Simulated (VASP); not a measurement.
# CdF2 (Fm-3m) in VASP: notebook, part 2 of 2

VASP 6.6.1. The steps go on from the part before.

**4. Electric field gradients, LDA (12.77 Å³/atom)**

This run uses another cell than the first one, of 12.77 Å³/atom.

Input file INCAR:

```
SYSTEM = CdF2
  PREC = Accurate
  ENCUT = 520
  EDIFF = 1E-8
  ISMEAR = -1
  SIGMA = 0.02
  LREAL = .FALSE.
  LASPH = .TRUE.
  NELM = 100
  ALGO = Normal
  ISIF = 2
  LWAVE = .FALSE.
  LCHARG = .FALSE.
  LEFG = .TRUE.
  NBANDS = 20
```

Input file KPOINTS:

```
Automatic mesh
0
G
  8 8 8
  0 0 0
```

Input file POSCAR:

```
CdF2
1.0
    0.0000000000      2.6759189183      2.6759189183
    2.6759189183      0.0000000000      2.6759189183
    2.6759189183      2.6759189183      0.0000000000
Cd F
1 2
Direct
    0.0000000000      0.0000000000      0.0000000000
    0.2500000000      0.2500000000      0.2500000000
    0.7500000000      0.7500000000      0.7500000000
```

Potentials or basis: VASP PAW LDA potentials, release 64 (Cd, F).

On the command line:

```
> cat potpaw_LDA.64/Cd/POTCAR potpaw_LDA.64/F/POTCAR > POTCAR
> mpirun -np 1 vasp_std > vasp.out
```

OUTCAR:

```text
SYSTEM = CdF2
   PREC = Accurate
   ENCUT = 520
   EDIFF = 1E-8
   ISMEAR = -1
   LREAL = .FALSE.
   LASPH = .TRUE.
   NELM = 100
   ISIF = 2

 ion  position               nearest neighbor table
   1  0.000  0.000  0.000-   2 2.32   3 2.32   3 2.32   3 2.32   3 2.32   2 2.32   2 2.32   2 2.32

   2  0.250  0.250  0.250-   1 2.32   1 2.32   1 2.32   1 2.32
   3  0.750  0.750  0.750-   1 2.32   1 2.32   1 2.32   1 2.32

  LATTYP: Found a face centered cubic cell.
 ALAT       =     5.3518378366

  Lattice vectors:

 A1 = (   0.0000000000,   2.6759189183,   2.6759189183)
 A2 = (   2.6759189183,   0.0000000000,   2.6759189183)
 A3 = (   2.6759189183,   2.6759189183,   0.0000000000)

Analysis of symmetry for initial positions (statically):
=====================================================================
 Subroutine PRICEL returns:
[... 749 lines left out ...]
     2.675918918  0.000000000  2.675918918     0.186851700 -0.186851700  0.186851700
     2.675918918  2.675918918  0.000000000     0.186851700  0.186851700 -0.186851700

 POSITION                                       TOTAL-FORCE (eV/Angst)
 -----------------------------------------------------------------------------------
      0.00000      0.00000      0.00000         0.000000      0.000000      0.000000
      1.33796      1.33796      1.33796         0.000000      0.000000      0.000000
      4.01388      4.01388      4.01388        -0.000000     -0.000000     -0.000000
 -----------------------------------------------------------------------------------
    total drift:                                0.000000      0.000000      0.000000

  FREE ENERGIE OF THE ION-ELECTRON SYSTEM (eV)
  ---------------------------------------------------
  free  energy   TOTEN  =       -12.7318125033 eV

  energy  without entropy=      -12.7318125033  energy(sigma->0) =      -12.73181250

 Electric field gradients (V/A^2)
---------------------------------------------------------------------
 ion       V_xx      V_yy      V_zz      V_xy      V_xz      V_yz
---------------------------------------------------------------------
   1      -0.000    -0.000     0.000    -0.002    -0.002    -0.002
   2      -0.000     0.000    -0.000     0.008     0.008     0.008
   3      -0.000     0.000     0.000     0.008     0.008     0.008
---------------------------------------------------------------------

 Electric field gradients after diagonalization (V/A^2)
 (convention: |V_zz| > |V_xx| > |V_yy|)
----------------------------------------------------------------------
 ion       V_xx      V_yy      V_zz     asymmetry (V_yy - V_xx)/ V_zz
----------------------------------------------------------------------
   1       0.002     0.002    -0.004       0.000
   2      -0.008    -0.008     0.016       0.000
   3      -0.008    -0.008     0.016       0.000
----------------------------------------------------------------------

           NMR quadrupolar parameters

 Cq : quadrupolar parameter    Cq=e*Q*V_zz/h
 eta: asymmetry parameters     (V_yy - V_xx)/ V_zz
 Q  : nuclear electric quadrupole moment in mb (millibarn)
----------------------------------------------------------------------
 ion       Cq(MHz)       eta       Q (mb)
----------------------------------------------------------------------
   1      -0.000       0.000       1.000
   2       0.000       0.000       1.000
   3       0.000       0.000       1.000
----------------------------------------------------------------------
```

OSZICAR:

```text
N       E                     dE             d eps       ncg     rms          rms(c)
DAV:   1     0.195912628774E+03    0.19591E+03   -0.15537E+04  1184   0.133E+03
DAV:   2    -0.606981974595E+01   -0.20198E+03   -0.19440E+03  1248   0.345E+02
DAV:   3    -0.142400977682E+02   -0.81703E+01   -0.81445E+01  1328   0.761E+01
DAV:   4    -0.142742389739E+02   -0.34141E-01   -0.34139E-01  1248   0.514E+00
DAV:   5    -0.142743610345E+02   -0.12206E-03   -0.12206E-03  1336   0.278E-01    0.102E+01
DAV:   6    -0.127554297945E+02    0.15189E+01   -0.34606E+00  1492   0.354E+01    0.779E+00
DAV:   7    -0.127657795658E+02   -0.10350E-01   -0.69727E-01  1200   0.767E+00    0.442E+00
DAV:   8    -0.127399504293E+02    0.25829E-01   -0.13348E-01  1228   0.328E+00    0.694E-01
DAV:   9    -0.127315413130E+02    0.84091E-02   -0.26807E-02  1448   0.211E+00    0.913E-02
DAV:  10    -0.127317950249E+02   -0.25371E-03   -0.25496E-03  1200   0.509E-01    0.715E-02
DAV:  11    -0.127318154000E+02   -0.20375E-04   -0.70018E-05  1308   0.117E-01    0.303E-02
DAV:  12    -0.127318123284E+02    0.30716E-05   -0.25092E-05  1200   0.468E-02    0.129E-02
DAV:  13    -0.127318125022E+02   -0.17379E-06   -0.18426E-06  1272   0.163E-02    0.142E-03
DAV:  14    -0.127318125033E+02   -0.11837E-08   -0.97841E-08  1288   0.374E-03
   1 F= -.12731813E+02 E0= -.12731813E+02  d E =-.357022E-11
```

stdout:

```text
POSCAR found type information on POSCAR CdF
 POSCAR found :  2 types and       3 ions
 scaLAPACK will be used
 LDA part: xc-table for (Slater(with rela. corr.)+CA(PZ))
 , standard interpolation
 POSCAR, INCAR and KPOINTS ok, starting setup
 FFT: planning ... GRIDC
 FFT: planning ... GRID_SOFT
 FFT: planning ... GRID
 WAVECAR not read
 entering main loop
ion   1

ion   2

ion   3
```

It took 34 s on 1 thread of AMD EPYC 7R13, shared host; peak memory 0.12 GiB.

Results:

* Free energy: -12.7318 eV
* Pressure: -2.5 GPa
* Band gap on the k mesh: 2.87 eV (least direct gap 3.32 eV)
* Largest electric field gradient by atom: zero within the noise of the run

A k mesh can miss the band edges.

**5. Electric field gradients, LDA**

This run uses another cell than the first one, of 13.03 Å³/atom.

Input file INCAR:

```
PREC = Accurate
ENCUT = 520
EDIFF = 1E-8
ISMEAR = -1
SIGMA = 0.02
LREAL = F
LASPH = T
NELM = 100
ALGO = Normal
ISIF = 2
LWAVE = F
LCHARG = F
GGA = CA
LEFG = T
NBANDS = 20
```

Input file KPOINTS:

```
Automatic mesh
0
Gamma
  8 8 8
```

Input file POSCAR:

```
CdF2
1.0
    0.0000000000      2.6940000000      2.6940000000
    2.6940000000      0.0000000000      2.6940000000
    2.6940000000      2.6940000000      0.0000000000
Cd F
1 2
Direct
    0.0000000000      0.0000000000      0.0000000000
    0.2500000000      0.2500000000      0.2500000000
    0.7500000000      0.7500000000      0.7500000000
```

Potentials or basis: VASP PAW LDA potentials, release 64 (Cd, F).

On the command line:

```
> cat potpaw_LDA.64/Cd/POTCAR potpaw_LDA.64/F/POTCAR > POTCAR
> mpirun -np 1 vasp_std > vasp.out
```

OUTCAR:

```text
PREC = Accurate
   ENCUT = 520
   EDIFF = 1E-8
   ISMEAR = -1
   LREAL = F
   LASPH = T
   NELM = 100
   ISIF = 2
   GGA = CA

 ion  position               nearest neighbor table
   1  0.000  0.000  0.000-   3 2.33   3 2.33   3 2.33   2 2.33   3 2.33   2 2.33   2 2.33   2 2.33

   2  0.250  0.250  0.250-   1 2.33   1 2.33   1 2.33   1 2.33
   3  0.750  0.750  0.750-   1 2.33   1 2.33   1 2.33   1 2.33

  LATTYP: Found a face centered cubic cell.
 ALAT       =     5.3880000000

  Lattice vectors:

 A1 = (   0.0000000000,   2.6940000000,   2.6940000000)
 A2 = (   2.6940000000,   0.0000000000,   2.6940000000)
 A3 = (   2.6940000000,   2.6940000000,   0.0000000000)

Analysis of symmetry for initial positions (statically):
=====================================================================
 Subroutine PRICEL returns:
 Original cell was already a primitive cell.

 Routine SETGRP: Setting up the symmetry group for a
 face centered cubic supercell.

 Subroutine GETGRP returns: Found 48 space group operations
 (whereof 48 operations were pure point group operations)
 out of a pool of 48 trial point group operations.

The static configuration has the point symmetry O_h .

Analysis of symmetry for dynamics (positions and initial velocities):
=====================================================================
 Subroutine PRICEL returns:
 Original cell was already a primitive cell.

 Routine SETGRP: Setting up the symmetry group for a
 face centered cubic supercell.

 Subroutine GETGRP returns: Found 48 space group operations
[... 163 lines left out ...]
      3      -7.3035      2.00000
      4      -7.3035      2.00000
      5      -7.3035      2.00000
      6      -6.0228      2.00000
[... 541 lines left out ...]
     19      16.6623      0.00000
     20      20.2397      0.00000

 [... further k-points ...]

------------------------ aborting loop because EDIFF is reached ----------------------------------------

  FORCE on cell =-STRESS in cart. coord.  units (eV):
  Direction    XX          YY          ZZ          XY          YZ          ZX
  --------------------------------------------------------------------------------------
  -------------------------------------------------------------------------------------
  Total       -1.1542335     -1.1542335     -1.1542335      0.0000000      0.0000000     -0.0000000
  in kB      -47.2913236    -47.2913236    -47.2913236      0.0000000      0.0000000     -0.0000000
  external PRESSURE =     -47.2913236 kB  Pullay stress =       0.0000000 kB

 VOLUME and BASIS-vectors are now :
 -----------------------------------------------------------------------------
  energy-cutoff  :      520.00
  volume of cell :       39.10
      direct lattice vectors                 reciprocal lattice vectors
     0.000000000  2.694000000  2.694000000    -0.185597624  0.185597624  0.185597624
     2.694000000  0.000000000  2.694000000     0.185597624 -0.185597624  0.185597624
     2.694000000  2.694000000  0.000000000     0.185597624  0.185597624 -0.185597624

 POSITION                                       TOTAL-FORCE (eV/Angst)
 -----------------------------------------------------------------------------------
      0.00000      0.00000      0.00000         0.000000     -0.000000      0.000000
      1.34700      1.34700      1.34700        -0.000000     -0.000000      0.000000
      4.04100      4.04100      4.04100         0.000000      0.000000     -0.000000
 -----------------------------------------------------------------------------------
    total drift:                                0.000000      0.000000      0.000000

  FREE ENERGIE OF THE ION-ELECTRON SYSTEM (eV)
  ---------------------------------------------------
  free  energy   TOTEN  =       -12.7156946671 eV

  energy  without entropy=      -12.7156946671  energy(sigma->0) =      -12.71569467

 Electric field gradients (V/A^2)
---------------------------------------------------------------------
 ion       V_xx      V_yy      V_zz      V_xy      V_xz      V_yz
---------------------------------------------------------------------
   1       0.000     0.000    -0.000    -0.002    -0.002    -0.002
   2      -0.000    -0.000    -0.000     0.008     0.008     0.008
   3      -0.000    -0.000    -0.000     0.008     0.008     0.008
---------------------------------------------------------------------

 Electric field gradients after diagonalization (V/A^2)
 (convention: |V_zz| > |V_xx| > |V_yy|)
----------------------------------------------------------------------
 ion       V_xx      V_yy      V_zz     asymmetry (V_yy - V_xx)/ V_zz
----------------------------------------------------------------------
   1       0.002     0.002    -0.004       0.000
   2      -0.008    -0.008     0.017       0.000
   3      -0.008    -0.008     0.017       0.000
----------------------------------------------------------------------

           NMR quadrupolar parameters

 Cq : quadrupolar parameter    Cq=e*Q*V_zz/h
 eta: asymmetry parameters     (V_yy - V_xx)/ V_zz
 Q  : nuclear electric quadrupole moment in mb (millibarn)
----------------------------------------------------------------------
 ion       Cq(MHz)       eta       Q (mb)
----------------------------------------------------------------------
   1      -0.000       0.000       1.000
   2       0.000       0.000       1.000
   3       0.000       0.000       1.000
----------------------------------------------------------------------
```

OSZICAR:

```text
N       E                     dE             d eps       ncg     rms          rms(c)
DAV:   1     0.198540429208E+03    0.19854E+03   -0.15406E+04  1192   0.132E+03
DAV:   2    -0.588769890559E+01   -0.20443E+03   -0.19535E+03  1260   0.347E+02
DAV:   3    -0.142462290539E+02   -0.83585E+01   -0.83365E+01  1336   0.773E+01
DAV:   4    -0.142821714375E+02   -0.35942E-01   -0.35941E-01  1220   0.530E+00
DAV:   5    -0.142822998358E+02   -0.12840E-03   -0.12840E-03  1340   0.287E-01    0.991E+00
DAV:   6    -0.127417645595E+02    0.15405E+01   -0.35285E+00  1504   0.360E+01    0.753E+00
DAV:   7    -0.127515750465E+02   -0.98105E-02   -0.71284E-01  1200   0.772E+00    0.427E+00
DAV:   8    -0.127243564425E+02    0.27219E-01   -0.14285E-01  1224   0.334E+00    0.713E-01
DAV:   9    -0.127154243726E+02    0.89321E-02   -0.28315E-02  1448   0.208E+00    0.946E-02
DAV:  10    -0.127156764620E+02   -0.25209E-03   -0.26656E-03  1200   0.531E-01    0.745E-02
DAV:  11    -0.127157001715E+02   -0.23710E-04   -0.94609E-05  1336   0.139E-01    0.358E-02
DAV:  12    -0.127156944112E+02    0.57603E-05   -0.37873E-05  1196   0.575E-02    0.112E-02
DAV:  13    -0.127156946768E+02   -0.26560E-06   -0.24603E-06  1272   0.152E-02    0.166E-03
DAV:  14    -0.127156946671E+02    0.96775E-08   -0.30081E-08  1216   0.165E-03
   1 F= -.12715695E+02 E0= -.12715695E+02  d E =-.830138E-11
```

stdout:

```text
POSCAR found type information on POSCAR CdF
 POSCAR found :  2 types and       3 ions
 scaLAPACK will be used
 LDA part: xc-table for (Slater(with rela. corr.)+CA(PZ))
 , standard interpolation
 POSCAR, INCAR and KPOINTS ok, starting setup
 FFT: planning ... GRIDC
 FFT: planning ... GRID_SOFT
 FFT: planning ... GRID
 WAVECAR not read
 entering main loop
ion   1

ion   2

ion   3
```

Run time: 35 s. Hardware: 1 thread of AMD EPYC 7R13, shared host; peak memory 0.12 GiB.

What came out:

| Property | Result |
| --- | --- |
| Free energy | -12.7157 eV |
| Pressure | -4.7 GPa |
| Band gap on the k mesh | 2.80 eV (least direct gap 3.28 eV) |
| Largest electric field gradient by atom | zero within the noise of the run |

Levels at points of the mesh, in eV from the valence-band top:
| k point | band 9 | band 10 | band 11 | band 12 | band 13 | band 14 | band 15 | band 16 | band 17 | band 18 |
| --- | --- | --- | --- | --- | --- | --- | --- | --- | --- | --- |
| (0.00, 0.00, 0.00) | -1.01 | -1.01 | -0.48 | -0.48 | -0.48 | 2.80 | 12.31 | 12.31 | 12.31 | 17.13 |
| (0.50, 0.00, 0.00) | -2.36 | -1.90 | -1.90 | -0.39 | -0.39 | 6.95 | 8.79 | 14.14 | 14.14 | 17.80 |
| (0.50, 0.50, 0.00) | -3.05 | -3.05 | -0.52 | -0.09 | -0.09 | 7.75 | 9.34 | 11.45 | 13.93 | 13.93 |

Caveat: the cell stands under tension. A k mesh can miss the band edges.

**6. Overview**

```csv
cell,gap on the mesh (eV),pressure (GPa)
"a = 3.732 Å, angles 60.0°, 3 atoms",3.01,2.8
"a = 3.784 Å, angles 60.0°, 3 atoms",2.87,-2.5
"a = 3.810 Å, angles 60.0°, 3 atoms",2.80,-4.7
```

Alike in all rows: task electric field gradients; level LDA; potentials or basis VASP PAW LDA potentials, release 64 (Cd, F); no spin polarisation; k mesh 8 × 8 × 8; cutoff (eV) 520; smearing fermi-dirac 0.02 eV.

Caveats: the cell stands under tension (at least some runs).

Total energies depend on the potentials used, so only differences within one code and one set of settings carry meaning.
